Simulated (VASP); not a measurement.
# CdSe (Fm-3m) in VASP: further runs, part 2 of 2

VASP 6.6.1. Earlier steps stand in the parts before.

## (3) Single point, BLYP+D3(BJ)

This run uses another cell than the first one, of 22.80 Å³/atom, 1.061 times its volume.

The input, INCAR:

```
SYSTEM = CdSe
  AGGAC = 1.0
  AGGAX = 1.0
  ALDAC = 0.0
  ALDAX = 1.0
  ALGO = Normal
  EDIFF = 1E-6
  ENCUT = 520
  GGA = B5
  ISIF = 2
  ISMEAR = -1
  IVDW = 12
  LASPH = .True.
  LCHARG = .False.
  LREAL = .False.
  LWAVE = .False.
  NBANDS = 16
  NELM = 60
  PREC = Accurate
  SIGMA = 0.05
  VDW_A1 = 0.4298
  VDW_A2 = 4.2359
  VDW_S6 = 1.0
  VDW_S8 = 2.6996
```

The input, KPOINTS:

```
k-points
0
Gamma
  6 6 6
  0 0 0
```

The input, POSCAR:

```
CdSe
1.0
    0.0000000000      2.8357328852      2.8357328852
    2.8357328852      0.0000000000      2.8357328852
    2.8357328852      2.8357328852      0.0000000000
Cd Se
1 1
Direct
    0.0000000000      0.0000000000      0.0000000000
    0.5000000000      0.5000000000      0.5000000000
```

Potentials or basis: VASP PAW PBE potentials, release 64 (Cd, Se).

Run with:

```console
cat potpaw_PBE.64/Cd/POTCAR potpaw_PBE.64/Se/POTCAR > POTCAR
mpirun -np 1 vasp_std > vasp.out
```

OUTCAR:

```text
SYSTEM = CdSe
   EDIFF = 1E-6
   ENCUT = 520
   GGA = B5
   ISIF = 2
   ISMEAR = -1
   IVDW = 12
   LASPH = .True.
   LREAL = .False.
   NELM = 60
   PREC = Accurate
 IVDW          = 12

 ion  position               nearest neighbor table
   1  0.000  0.000  0.000-   2 2.84   2 2.84   2 2.84   2 2.84   2 2.84   2 2.84
   2  0.500  0.500  0.500-   1 2.84   1 2.84   1 2.84   1 2.84   1 2.84   1 2.84

  LATTYP: Found a face centered cubic cell.
 ALAT       =     5.6714657704

  Lattice vectors:

[... 481 lines left out ...]

 Edisp (eV)   -1.83703

 E8    (eV) :    -1.3444

  FORCE on cell =-STRESS in cart. coord.  units (eV):
  Direction    XX          YY          ZZ          XY          YZ          ZX
  --------------------------------------------------------------------------------------
  -------------------------------------------------------------------------------------
  Total       0.16489     0.16489     0.16489    -0.00000     0.00000    -0.00000
  in kB       5.79257     5.79257     5.79257    -0.00000     0.00000    -0.00000
  external pressure =        5.79 kB  Pullay stress =        0.00 kB

 VOLUME and BASIS-vectors are now :
 -----------------------------------------------------------------------------
  energy-cutoff  :      520.00
  volume of cell :       45.61
      direct lattice vectors                 reciprocal lattice vectors
     0.000000000  2.835732885  2.835732885    -0.176321262  0.176321262  0.176321262
     2.835732885  0.000000000  2.835732885     0.176321262 -0.176321262  0.176321262
     2.835732885  2.835732885  0.000000000     0.176321262  0.176321262 -0.176321262

 POSITION                                       TOTAL-FORCE (eV/Angst)
 -----------------------------------------------------------------------------------
      0.00000      0.00000      0.00000        -0.000000      0.000000      0.000000
      2.83573      2.83573      2.83573         0.000000     -0.000000     -0.000000
 -----------------------------------------------------------------------------------
    total drift:                               -0.000000      0.000000      0.000000

  FREE ENERGIE OF THE ION-ELECTRON SYSTEM (eV)
  ---------------------------------------------------
  free  energy   TOTEN  =        -5.8302122566 eV

  energy  without entropy=       -5.8254638301  energy(sigma->0) =       -5.82783804
```

stdout:

```text
POSCAR found type information on POSCAR CdSe
 POSCAR found :  2 types and       2 ions
 scaLAPACK will be used
 -----------------------------------------------------------------------------
|                                                                             |
|                                                                             |
|     You enforced a specific xc type in the INCAR file but a different       |
|     I HOPE YOU KNOW WHAT YOU ARE DOING!                                     |
|                                                                             |
 -----------------------------------------------------------------------------

 LDA part: xc-table for (Slater(with rela. corr.)+VWN5), standard interpolation
 POSCAR, INCAR and KPOINTS ok, starting setup
 FFT: planning ... GRIDC
 FFT: planning ... GRID_SOFT
 FFT: planning ... GRID
 WAVECAR not read
 entering main loop
```

Wall time 11 s (1 thread of Intel Xeon 6975P-C (Granite Rapids), shared host); peak memory 0.17 GiB.

What came out:

* Free energy: -5.8302 eV
* Pressure: 0.6 GPa
* Band gap on the k mesh: zero (band 9 reaches 3.01 eV, above the bottom of band 10 at 2.52 eV)
* Dispersion energy per atom: -0.919 eV

Caveat: the PAW data sets were made with another functional, which shifts forces and pressure a little; pairwise dispersion overbinds metals, which lowers pressure and volume.

## (4) Single point, LDA

This run uses another cell than the first one, of 21.55 Å³/atom, 1.003 times its volume.

The input, INCAR:

```
  PREC = Accurate
  ENCUT = 520
  EDIFF = 1E-6
  ISMEAR = -1
  SIGMA = 0.05
  LREAL = F
  LASPH = T
  NELM = 80
  ALGO = Normal
  ISIF = 2
  LWAVE = F
  LCHARG = F
  GGA = CA
  NBANDS = 16
```

The input, KPOINTS:

```
regular mesh
0
Gamma
  6 6 6
```

The input, POSCAR:

```
CdSe
1.0
    0.0000000000      2.7829995024      2.7829995024
    2.7829995024      0.0000000000      2.7829995024
    2.7829995024      2.7829995024      0.0000000000
Cd Se
1 1
Direct
    0.0000000000      0.0000000000      0.0000000000
    0.5000000000      0.5000000000      0.5000000000
```

Potentials or basis: VASP PAW LDA potentials, release 64 (Cd, Se).

Run with:

```console
cat potpaw_LDA.64/Cd/POTCAR potpaw_LDA.64/Se/POTCAR > POTCAR
mpirun -np 1 vasp_std > vasp.out
```

Wall time 4.8 s (1 thread of Intel Xeon 6975P-C (Granite Rapids), shared host); peak memory 0.14 GiB.

Results (log left out):

```
Free energy            : -6.5972 eV
Pressure               : 0.7 GPa
Band gap on the k mesh : zero (band 9 reaches 3.08 eV, above the bottom of band 10 at 2.42 eV)
```

Levels at points of the mesh, in eV from the Fermi level:
| k point | band 7 | band 8 | band 9 | band 10 | band 11 | band 12 |
| --- | --- | --- | --- | --- | --- | --- |
| (0.00, 0.00, 0.00) | -0.84 | -0.84 | -0.84 | 0.20 | 8.64 | 8.64 |
| (0.50, 0.00, 0.00) | -5.55 | -0.08 | -0.08 | 2.75 | 5.04 | 5.04 |
| (0.50, 0.50, 0.00) | -4.82 | -2.51 | -2.51 | -0.74 | 5.22 | 10.18 |

## (5) Relaxation of cell and atoms, PBEsol+D3(BJ)

This run uses another cell than the first one, of 23.74 Å³/atom, 1.105 times its volume.

The input, INCAR:

```
ALGO = Normal ; EDIFF = 1E-6
EDIFFG = -0.01 ; ENCUT = 600
GGA = PS ; IBRION = 2
ISIF = 3 ; ISMEAR = -1
IVDW = 12 ; LASPH = T
LCHARG = F ; LREAL = F
LWAVE = F ; NELM = 100
NSW = 80 ; PREC = Accurate
SIGMA = 0.05
```

The input, KPOINTS:

```
k-points
0
Gamma
  6 6 6
```

The input, POSCAR:

```
CdSe
1.0
    0.0000000000      2.8739580000      2.8739580000
    2.8739580000      0.0000000000      2.8739580000
    2.8739580000      2.8739580000      0.0000000000
Cd Se
1 1
Direct
    0.0000000000      0.0000000000      0.0000000000
    0.5000000000      0.5000000000      0.5000000000
```

Potentials or basis: VASP PAW PBE potentials, release 64 (Cd, Se).

Run with:

```console
cat potpaw_PBE.64/Cd/POTCAR potpaw_PBE.64/Se/POTCAR > POTCAR
mpirun -np 1 vasp_std > vasp.out
```

Wall time 11 s (1 thread of Intel Xeon 6975P-C (Granite Rapids), shared host); peak memory 0.2 GiB.

The run converged. Its results:

| Property | Result |
| --- | --- |
| Free energy | -6.7340 eV |
| Relaxed volume | 21.61 Å³/atom |
| Relaxed cell | a = 3.939 Å, b = 3.939 Å, c = 3.939 Å, α = 60.00°, β = 60.00°, γ = 60.00° |
| Space group after relaxing (to 0.05 Å) | Fm-3m (No. 225) |
| Energy gained by relaxing | 42.5 meV/atom |
| Ionic steps | 3 |
| Pressure after relaxing | 0.0 GPa |
| Band gap on the k mesh | zero (band 9 reaches 2.98 eV, above the bottom of band 10 at 2.44 eV) |
| Dispersion energy per atom | -0.379 eV |

Step by step:
| step | energy change (eV) | largest force (eV/Å) | pressure (GPa) | volume (Å³) |
| --- | --- | --- | --- | --- |
| 1 | 0.0000 | 0.0000 | -5.80 | 47.48 |
| 2 | -0.0727 | 0.0000 | 2.85 | 41.81 |
| 3 | -0.0850 | 0.0000 | 0.02 | 43.22 |

Final structure:
```yaml
crystal:
  lattice:
    - [0.00000, 2.78538, 2.78538]
    - [2.78538, 0.00000, 2.78538]
    - [2.78538, 2.78538, 0.00000]
  atoms:
    - { symbol: Cd, position: [0.00000, 0.00000, 0.00000] }
    - { symbol: Se, position: [0.50000, 0.50000, 0.50000] }
```

Levels at points of the mesh, in eV from the Fermi level:
| k point | band 7 | band 8 | band 9 | band 10 | band 11 | band 12 |
| --- | --- | --- | --- | --- | --- | --- |
| (0.00, 0.00, 0.00) | -0.83 | -0.83 | -0.83 | 0.30 | 8.59 | 8.59 |
| (0.50, 0.00, 0.00) | -5.51 | -0.08 | -0.08 | 2.77 | 5.09 | 5.09 |
| (0.50, 0.50, 0.00) | -4.81 | -2.49 | -2.49 | -0.63 | 5.17 | 10.23 |

Caveat: the PAW data sets were made with another functional, which shifts forces and pressure a little; pairwise dispersion overbinds metals, which lowers pressure and volume.

## (6) Overview

| task | level | potentials or basis | cell | cutoff (eV) | gap on the mesh (eV) | pressure (GPa) |
| --- | --- | --- | --- | --- | --- | --- |
| single point | PBEsol+D3(BJ) | VASP PAW PBE potentials, release 64 (Cd, Se) | a = 3.932 Å, angles 60.0°, 2 atoms | 520 | none | 0.5 |
| single point | BLYP+D3(BJ) | VASP PAW PBE potentials, release 64 (Cd, Se) | a = 4.010 Å, angles 60.0°, 2 atoms | 520 | none | 0.6 |
| single point | LDA | VASP PAW LDA potentials, release 64 (Cd, Se) | a = 3.936 Å, angles 60.0°, 2 atoms | 520 | none | 0.7 |
| relaxation of cell and atoms | PBEsol+D3(BJ) | VASP PAW PBE potentials, release 64 (Cd, Se) | relaxed from a = 4.064 Å, angles 60.0°, 2 atoms | 600 | none | 0.0 |

Alike in all rows: no spin polarisation; k mesh 6 × 6 × 6; smearing fermi-dirac 0.05 eV.

Caveats: the PAW data sets were made with another functional, which shifts forces and pressure a little (some runs); pairwise dispersion overbinds metals, which lowers pressure and volume (some runs).

Absolute energies hang on the potentials; compare differences alone.
